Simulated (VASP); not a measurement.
# ZnS (Cm) in VASP: single point with PBE

Aim: the single point of ZnS with PBE.

All numbers are computed with VASP 6.6.1; they aren't measurements. Logs are shortened: lines on timing, memory, paths and dates and some standing lists are left out, and cuts for length are marked.

## 1. The cell of the first run

It takes space group Cm (No. 8, monoclinic). The conventional cell has a = 6.625 Å, b = 3.825 Å, c = 3.825 Å, α = 90.00°, β = 125.26°, γ = 90.00°. Zn (site symmetry m) has 4 S at 2.23 to 2.46 Å within 2.9 Å. Within 2.9 Å of S (site symmetry m) lie 4 Zn at 2.23 to 2.46 Å.

## 2. Single point, PBE (atom 2 (S) moved by (-0.100, -0.100) A along x and y)

The input, INCAR:

```
SYSTEM = ZnS
ALGO = Normal ; EDIFF = 1E-6
ENCUT = 520 ; GGA = PE
ISIF = 2 ; ISMEAR = 0
LASPH = .TRUE. ; LCHARG = .TRUE.
LELF = .TRUE. ; LREAL = .FALSE.
LVHAR = .TRUE. ; LWAVE = .FALSE.
NBANDS = 16 ; NELM = 100
PREC = Accurate ; SIGMA = 0.05
```

The input, KPOINTS:

```
k-points
0
G
  10 10 10
  0 0 0
```

The input, POSCAR:

```
ZnS
1.0
    0.0000000000      2.7046500000      2.7046500000
    2.7046500000      0.0000000000      2.7046500000
    2.7046500000      2.7046500000      0.0000000000
Zn S
1 1
Direct
    0.0000000000      0.0000000000      0.0000000000
    0.7500000000      0.7500000000      0.7130266393
```

Potentials or basis: VASP PAW PBE potentials, release 64 (Zn, S).

The run is started by

```bash
$ cat potpaw_PBE.64/Zn/POTCAR potpaw_PBE.64/S/POTCAR > POTCAR
$ mpirun -np 1 vasp_std > vasp.out
```

OUTCAR:

```text
SYSTEM = ZnS
   EDIFF = 1E-6
   ENCUT = 520
   GGA = PE
   ISIF = 2
   ISMEAR = 0
   LASPH = .TRUE.
   LREAL = .FALSE.
   NELM = 100
   PREC = Accurate

 ion  position               nearest neighbor table
   1  0.000  0.000  0.000-   2 2.23   2 2.35   2 2.35   2 2.46
   2  0.750  0.750  0.713-   1 2.23   1 2.35   1 2.35   1 2.46

  LATTYP: Found a face centered cubic cell.
 ALAT       =     5.4093000000

  Lattice vectors:

 A1 = (   0.0000000000,   2.7046500000,   2.7046500000)
 A2 = (   2.7046500000,   0.0000000000,   2.7046500000)
 A3 = (   2.7046500000,   2.7046500000,   0.0000000000)

Analysis of symmetry for initial positions (statically):
=====================================================================
 Subroutine PRICEL returns:
 Original cell was already a primitive cell.

 Routine SETGRP: Setting up the symmetry group for a
 face centered cubic supercell.

 Subroutine GETGRP returns: Found  2 space group operations
 (whereof  2 operations were pure point group operations)
 out of a pool of 48 trial point group operations.

The static configuration has the point symmetry C_1h.

Analysis of symmetry for dynamics (positions and initial velocities):
=====================================================================
 Subroutine PRICEL returns:
 Original cell was already a primitive cell.

 Routine SETGRP: Setting up the symmetry group for a
 face centered cubic supercell.

 Subroutine GETGRP returns: Found  2 space group operations
 (whereof  2 operations were pure point group operations)
 out of a pool of 48 trial point group operations.

The dynamic configuration has the point symmetry C_1h.

 Subroutine INISYM returns: Found  2 space group operations
 (whereof  2 operations are pure point group operations),
 and found     1 'primitive' translations

----------------------------------------------------------------------------------------

                                     Primitive cell

  volume of cell :      39.5697

  direct lattice vectors                    reciprocal lattice vectors
     0.000000000  2.704650000  2.704650000    -0.184866803  0.184866803  0.184866803
     2.704650000  0.000000000  2.704650000     0.184866803 -0.184866803  0.184866803
     2.704650000  2.704650000  0.000000000     0.184866803  0.184866803 -0.184866803

  length of vectors
     3.824952711  3.824952711  3.824952711     0.320198696  0.320198696  0.320198696

  position of ions in fractional coordinates (direct lattice)
     0.000000000  0.000000000  0.000000000
     0.750000000  0.750000000  0.713026639

  ion indices of the primitive-cell ions
   primitive index   ion index
                 1           1
                 2           2

----------------------------------------------------------------------------------------

 KPOINTS: k-points

Automatic generation of k-mesh.
 Grid dimensions read from file:
 generate k-points for:   10   10   10

 Generating k-lattice:

  Cartesian coordinates                     Fractional coordinates (reciprocal lattice)
    -0.018486680  0.018486680  0.018486680     0.100000000  0.000000000  0.000000000
     0.018486680 -0.018486680  0.018486680     0.000000000  0.100000000  0.000000000
     0.018486680  0.018486680 -0.018486680     0.000000000  0.000000000  0.100000000

  Length of vectors
     0.032019870  0.032019870  0.032019870

  Shift w.r.t. Gamma in fractional coordinates (k-lattice)
     0.000000000  0.000000000  0.000000000

 Subroutine IBZKPT returns following result:
 ===========================================

 Found    282 irreducible k-points:

 Following reciprocal coordinates:
            Coordinates               Weight
  0.000000  0.000000  0.000000      1.000000
  0.100000  0.000000  0.000000      4.000000
  0.000000  0.000000  0.100000      2.000000
  0.100000  0.100000  0.100000      2.000000
  0.200000  0.000000  0.000000      4.000000
  0.000000  0.000000  0.200000      2.000000
[... 16 lines left out ...]
  0.200000  0.100000  0.200000      4.000000
  0.100000 -0.100000 -0.100000      4.000000
 [... further k-points ...]
   k-points           NKPTS =    282   k-points in BZ     NKDIM =    282   number of bands    NBANDS=     16
   number of dos      NEDOS =    301   number of ions     NIONS =      2
   total plane-waves  NPLWV =  21952
   dimension x,y,z NGX =    28 NGY =   28 NGZ =   28
   dimension x,y,z NGXF=    56 NGYF=   56 NGZF=   56
   ions per type =               1   1
   NGX,Y,Z   is equivalent  to a cutoff of  12.17, 12.17, 12.17 a.u.
   NGXF,Y,Z  is equivalent  to a cutoff of  24.34, 24.34, 24.34 a.u.
 SYSTEM =  ZnS
   PREC   = accura    normal or accurate (medium, high low for compatibility)
   ISTART =      0    job   : 0-new  1-cont  2-samecut
   ICHARG =      2    charge: 1-file 2-atom 10-const
   ISPIN  =      1    spin polarized calculation?
   LNONCOLLINEAR =      F non collinear calculations
   LSORBIT =      F    spin-orbit coupling
   LASPH  =      T    aspherical Exc in radial PAW
   ENCUT  =  520.0 eV  38.22 Ry    6.18 a.u.   7.11  7.11  7.11*2*pi/ulx,y,z
   NELM   =    100;   NELMIN=  2; NELMDL= -5     # of ELM steps
   EDIFF  = 0.1E-05   stopping-criterion for ELM
   LREAL  =      F    real-space projection
   EDIFFG = 0.1E-04   stopping-criterion for IOM
   NSW    =      0    number of steps for IOM
   IBRION =     -1    ionic relax: 0-MD 1-quasi-New 2-CG
   NFREE  =      0    steps in history (QN), initial steepest desc. (CG)
   ISIF   =      2    stress and relaxation
   ISYM   =      2    0-nonsym 1-usesym 2-fastsym
   POTIM  = 0.5000    time-step for ionic-motion
   TEBEG  =    0.0;   TEEND  =   0.0 temperature during run
   PSTRESS=    0.0 pullay stress
   NELECT =      18.0000    total number of electrons
   NUPDOWN=      -1.0000    fix difference up-down
   EMIN   =  10.00;   EMAX   =-10.00  energy-range for DOS
   EFERMI =   0.00;   METHOD = LEGACY
   ISMEAR =     0;   SIGMA  =   0.05  broadening in eV -4-tet -1-fermi 0-gaus
   EFERMI_NEDOS =   21; number of points for ismear=-14 and -15
   IALGO  =     38    algorithm
   IMIX   =      4    mixing-type and parameters
     AMIX     =   0.40;   BMIX     =  1.00
     AMIX_MAG =   1.60;   BMIX_MAG =  1.00
  volume/ion in A,a.u.               =      19.78       133.51
  Fermi-wavevector in a.u.,A,eV,Ry     =   1.259055  2.379268 21.568210  1.585219
  Thomas-Fermi vector in A             =   2.392634
   LORBIT       =      0    0 simple, 1 ext, 2 COOP (PROOUT), +10 PAW based schemes
   GGA     = PE    functional components
   LHFCALC =     F    Hartree Fock is set to
   AEXX    =    0.0000 exact exchange contribution
   IVDW    =     0    specifies the selected vdW correction
   LEPSILON=     F    determine dielectric tensor
   LRPA    =     F    only Hartree local field effects (RPA)
 non-spin polarized calculation
 Gauss-broadening in eV      SIGMA  =   0.05
  energy-cutoff  :      520.00
  volume of cell :       39.57
 maximum number of plane-waves:      1090
   NGX = 15   NGY = 15   NGZ = 15

 number of electron      17.9999998 magnetization

 Free energy of the ion-electron system (eV)
  ---------------------------------------------------
  ext. energy  EPLUGINS =         0.00000000
  ---------------------------------------------------
  free energy    TOTEN  =        -6.78989779 eV

  energy without entropy =       -6.78989779  energy(sigma->0) =       -6.78989779

 E-fermi :   2.3865     XC(G=0):  -9.6160

 val. band max:        2.1663573864   @ k =   0.0000   0.0000   0.0000
 cond. band min:       4.1920254191   @ k =   0.0000   0.0000   0.0000
 fundamental gap:      2.0256680327
 Fermi energy:         2.3865086359

 k-point     1 :       0.0000    0.0000    0.0000
  band No.  band energies     occupation
      1     -11.0600      2.00000
      2      -4.3849      2.00000
      3      -4.2854      2.00000
      4      -4.1827      2.00000
      5      -3.7900      2.00000
      6      -3.7866      2.00000
[... 8 lines left out ...]
     15      13.8236      0.00000
     16      13.8818      0.00000

 k-point     2 :       0.1000    0.0000    0.0000
  band No.  band energies     occupation
      1     -10.9850      2.00000
      2      -4.3728      2.00000
      3      -4.2795      2.00000
      4      -4.1740      2.00000
      5      -3.7911      2.00000
      6      -3.7876      2.00000
[... 8 lines left out ...]
     15      13.3915      0.00000
     16      14.4852      0.00000

 k-point     3 :       0.0000    0.0000    0.1000
  band No.  band energies     occupation
      1     -10.9820      2.00000
      2      -4.3873      2.00000
      3      -4.2647      2.00000
      4      -4.1672      2.00000
      5      -3.7929      2.00000
      6      -3.7898      2.00000
[... 8 lines left out ...]
     15      13.3459      0.00000
     16      14.4491      0.00000

 k-point     4 :       0.1000    0.1000    0.1000
  band No.  band energies     occupation
      1     -10.9880      2.00000
      2      -4.3736      2.00000
      3      -4.2778      2.00000
      4      -4.1797      2.00000
      5      -3.7903      2.00000
      6      -3.7859      2.00000
[... 8 lines left out ...]
     15      13.4311      0.00000
     16      14.5284      0.00000
[... 324 lines left out ...]
 k-point    22 :       0.1000    0.1000   -0.1000
  band No.  band energies     occupation
      1     -10.7877      2.00000
      2      -4.3823      2.00000
      3      -4.2058      2.00000
      4      -4.1435      2.00000
      5      -3.8126      2.00000
      6      -3.7788      2.00000
[... 8 lines left out ...]
     15      13.7109      0.00000
     16      15.4467      0.00000

 k-point    23 :       0.2000    0.1000    0.2000
  band No.  band energies     occupation
      1     -10.8030      2.00000
      2      -4.3536      2.00000
      3      -4.2642      2.00000
      4      -4.1420      2.00000
      5      -3.8031      2.00000
      6      -3.7735      2.00000
[... 8 lines left out ...]
     15      13.8965      0.00000
     16      15.5078      0.00000

 k-point    24 :       0.1000   -0.1000   -0.1000
  band No.  band energies     occupation
      1     -10.7946      2.00000
      2      -4.3546      2.00000
      3      -4.2537      2.00000
      4      -4.1364      2.00000
      5      -3.8064      2.00000
      6      -3.7779      2.00000
[... 8 lines left out ...]
     15      13.7817      0.00000
     16      15.4216      0.00000

 [... further k-points ...]

------------------------ aborting loop because EDIFF is reached ----------------------------------------

  FORCE on cell =-STRESS in cart. coord.  units (eV):
  Direction    XX          YY          ZZ          XY          YZ          ZX
  --------------------------------------------------------------------------------------
  -------------------------------------------------------------------------------------
  Total        0.5167358      0.5167358      0.6057669      0.2083269     -0.5887041     -0.5887042
  in kB       20.9226128     20.9226128     24.5274797      8.4351474    -23.8366056    -23.8366101
  external PRESSURE =      22.1242351 kB  Pullay stress =       0.0000000 kB

 VOLUME and BASIS-vectors are now :
 -----------------------------------------------------------------------------
  energy-cutoff  :      520.00
  volume of cell :       39.57
      direct lattice vectors                 reciprocal lattice vectors
     0.000000000  2.704650000  2.704650000    -0.184866803  0.184866803  0.184866803
     2.704650000  0.000000000  2.704650000     0.184866803 -0.184866803  0.184866803
     2.704650000  2.704650000  0.000000000     0.184866803  0.184866803 -0.184866803

 POSITION                                       TOTAL-FORCE (eV/Angst)
 -----------------------------------------------------------------------------------
      0.00000      0.00000      0.00000        -0.596075     -0.596075      0.232368
      3.95697      3.95697      4.05697         0.596075      0.596075     -0.232368
 -----------------------------------------------------------------------------------
    total drift:                               -0.000015     -0.000015      0.000056

  FREE ENERGIE OF THE ION-ELECTRON SYSTEM (eV)
  ---------------------------------------------------
  free  energy   TOTEN  =        -6.7898977932 eV

  energy  without entropy=       -6.7898977932  energy(sigma->0) =       -6.78989779
```

It took 3.3 min on 1 thread of Intel Xeon 8259CL, shared host; peak memory 0.29 GiB.

Results:

| Property | Result |
| --- | --- |
| Free energy | -6.7899 eV |
| Pressure | 2.2 GPa |
| Largest force | 0.874 eV/Å |
| Band gap on the k mesh | 2.03 eV |

Forces on the atoms (eV/Å):
```
Zn  -0.596 -0.596  0.232
S    0.596  0.596 -0.232
```

Levels at points of the mesh, in eV from the valence-band top:
```
           k point  band 7  band 8  band 9  band 10  band 11  band 12
(0.00, 0.00, 0.00)   -0.24   -0.07    0.00     2.03     6.28     6.31
(0.50, 0.00, 0.00)   -5.33   -1.18   -0.71     3.22     6.44     7.27
(0.00, 0.00, 0.50)   -5.59   -1.14   -0.87     3.40     6.76     7.23
(0.50, 0.50, 0.50)   -5.06   -1.04   -0.75     3.05     6.45     6.94
(0.50, 0.50, 0.00)   -4.65   -2.31   -2.22     3.29     3.97    10.85
(0.00, 0.50, 0.50)   -4.62   -2.32   -2.24     3.25     4.03    10.84
```

Caveat: the cell differs from its parent crystal (atom 2 (S) moved by (-0.100, -0.100) A along x and y).
